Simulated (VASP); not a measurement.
Set up this calculation in VASP 6.6.1, as the native input.

| Item | Value |
| --- | --- |
| Task | single point |
| Functional | PBEsol |
| Potentials or basis | VASP PAW PBE potentials, release 64 (In_d, P) |
| Cutoff | 520 eV |
| k mesh | 11 × 11 × 11 |
| Occupations | fermi-dirac, width 0.03 eV |
| Spin | no spin polarisation |
| Dipole correction | no |
| Further INCAR settings | ALGO = Normal; EDIFF = 1e-07; NBANDS = 16 |

The structure of InP lies in POSCAR:

```
InP
1.0
    0.0000000000      2.8264500000      2.8550000000
    2.8264500000      0.0000000000      2.8550000000
    2.8264500000      2.8264500000      0.0000000000
In P
1 1
Direct
    0.0000000000      0.0000000000      0.0000000000
    0.5000000000      0.5000000000      0.5000000000
```

This cell differs from its parent crystal: equal xx and yy strain of -1 %.

The input as run:

INCAR

```
  PREC = Accurate
  ENCUT = 520
  EDIFF = 1E-7
  ISMEAR = -1
  SIGMA = 0.03
  LREAL = F
  LASPH = T
  NELM = 60
  ALGO = Normal
  ISIF = 2
  LWAVE = F
  LCHARG = T
  GGA = PS
  LELF = T
  LVHAR = T
  NBANDS = 16
```

KPOINTS

```
regular mesh
0
Gamma
  11 11 11
```

Potentials or basis: VASP PAW PBE potentials, release 64 (In_d, P).

Command:

```console
$ cat potpaw_PBE.64/In_d/POTCAR potpaw_PBE.64/P/POTCAR > POTCAR
$ mpirun -np 1 vasp_std > vasp.out
```

Results of the run:

* Pressure: -7.4 GPa
* Band gap on the k mesh: zero (band 9 reaches 6.39 eV, above the bottom of band 10 at 4.01 eV)

Caveat: the cell differs from its parent crystal (equal xx and yy strain of -1 %); the PAW data sets were made with another functional, which shifts forces and pressure a little; spin-orbit coupling is left out, which moves the levels of the heavy elements.

It took 41 s on 1 thread of Intel(R) Xeon(R) 6975P-C (Granite Rapids), on a shared host, peak memory 0.23 GiB.
